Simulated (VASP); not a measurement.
Cu, 2 atoms in the cell. The structure is hexagonal, space group P6_3/mmc (No. 194). Conventional cell: a = 2.485 Å, b = 2.485 Å, c = 4.048 Å, α = 90.00°, β = 90.00°, γ = 120.00°. Cu (site symmetry -6m2) has 12 Cu at 2.48 to 2.49 Å within 3.3 Å. 

```yaml
Program: VASP 6.6.1
Task: single point
Functional: PBEsol
Dispersion: D3(BJ)
Potentials_or_basis: VASP PAW PBE potentials, release 64 (Cu)
Cutoff: 520 eV
k_mesh: 12 × 12 × 7
Occupations: fermi-dirac, width 0.05 eV
Spin: no spin polarisation
Dipole_correction: no
Further_INCAR_settings: ALGO = Normal; EDIFF = 1e-06; NBANDS = 18
```

Potentials or basis: VASP PAW PBE potentials, release 64 (Cu).

Run with:

```sh
$ cat potpaw_PBE.64/Cu/POTCAR > POTCAR
$ mpirun -np 1 vasp_std > vasp.out
```

Hardware: 1 thread of Intel(R) Xeon(R) Platinum 8488C (Sapphire Rapids), with other jobs on the host.

Task: How long does it take, and how much memory?

Result: Run time: 16 s on 1 thread of Intel(R) Xeon(R) Platinum 8488C (Sapphire Rapids), on a shared host, peak memory 0.15 GiB. Counts: scf iterations 12, k points 76.
